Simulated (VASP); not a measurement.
Write the native input for VASP 6.6.1 that does the following.

| Quantity | Value |
| --- | --- |
| Task | single point |
| Functional | PBE |
| Dispersion | D3(BJ) |
| Potentials or basis | VASP PAW PBE potentials, release 64 (C, O) |
| Cutoff | 520 eV |
| k mesh | 4 × 4 × 1 |
| Occupations | gaussian, width 0.05 eV |
| Spin | no spin polarisation |
| Dipole correction | yes |
| Further INCAR settings | LREAL = Auto; ALGO = Normal; EDIFF = 1e-06; NBANDS = 112 |

The structure of C41O lies in POSCAR:

```
C41O
1.0
    7.2946484380      0.0000000000      0.0000000000
   -3.3317658956      7.8620301879      0.0000000000
    0.0000000000      0.0000000000     23.5809581711
C O
41 1
Direct
    0.2500899670      0.1666966556      0.1696283913
    0.2500899670      0.6666966556      0.1696283913
    0.7500899670      0.1666966556      0.1696283913
    0.7500899670      0.6666966556      0.1696283913
    0.2499100331      0.3333033444      0.1696283913
    0.2499100331      0.8333033444      0.1696283913
    0.7499100330      0.3333033444      0.1696283913
    0.7499100331      0.8333033444      0.1696283913
    0.2500899670      0.4166966557      0.2218942371
    0.2500899670      0.9166966557      0.2218942371
    0.7500899670      0.4166966557      0.2218942371
    0.7500899670      0.9166966557      0.2218942371
    0.2499100331      0.0833033444      0.2218942371
    0.2499100331      0.5833033444      0.2218942371
    0.7499100331      0.0833033444      0.2218942371
    0.7499100331      0.5833033444      0.2218942371
    0.2500106166      0.1676584830      0.2741412246
    0.2500106166      0.6676584830      0.2741412246
    0.7500106166      0.1676584830      0.2741412246
    0.7500106166      0.6676584830      0.2741412246
    0.2499893834      0.3323415170      0.2741412246
    0.2499893834      0.8323415170      0.2741412246
    0.7499893834      0.3323415170      0.2741412246
    0.7499893834      0.8323415170      0.2741412246
    0.2500643137      0.4183240206      0.3266192408
    0.2500643137      0.9183240206      0.3266192408
    0.7500643137      0.4183240206      0.3266192408
    0.7500643137      0.9183240206      0.3266192408
    0.2499356863      0.0816759794      0.3266192408
    0.2499356863      0.5816759794      0.3266192408
    0.7499356863      0.0816759794      0.3266192408
    0.7499356863      0.5816759794      0.3266192408
    0.2498811848      0.1772167637      0.3744953071
    0.2498811848      0.6772167637      0.3744953071
    0.7498811848      0.1772167637      0.3744953071
    0.7498811848      0.6772167637      0.3744953071
    0.2501188152      0.3227832363      0.3744953071
    0.2501188152      0.8227832363      0.3744953071
    0.7501188152      0.3227832363      0.3744953071
    0.7501188152      0.8227832363      0.3744953071
    0.3748811848      0.5522167637      0.5504847630
    0.3748811848      0.5522167637      0.5017166005
```

These files were run (other wordings do the same):

INCAR

```
SYSTEM = C41O
  ALGO = Normal
  DIPOL = 0.5 0.5 0.285
  EDIFF = 1E-6
  ENCUT = 520
  GGA = PE
  IDIPOL = 3
  ISIF = 2
  ISMEAR = 0
  IVDW = 12
  LASPH = .True.
  LCHARG = .False.
  LDIPOL = .True.
  LREAL = Auto
  LUSENCCL = .False.
  LWAVE = .False.
  NBANDS = 112
  NELM = 80
  PREC = Accurate
  SIGMA = 0.05
```

KPOINTS

```
k-points
0
Gamma
  4 4 1
  0 0 0
```

Potentials or basis: VASP PAW PBE potentials, release 64 (C, O).

Command:

```sh
$ cat potpaw_PBE.64/C/POTCAR potpaw_PBE.64/O/POTCAR > POTCAR
$ mpirun -np 1 vasp_std > vasp.out
```

Results of the run:

```
Largest force              : 6.693 eV/Å
Band gap on the k mesh     : 0.01 eV (least direct gap 0.03 eV)
Dispersion energy per atom : -0.113 eV
```

Wall time 4.5 min on 1 × NVIDIA H100 80GB with 1 thread of AMD EPYC 7R13 Processor (Zen 3) (shared host), peak memory 2.4 GiB.
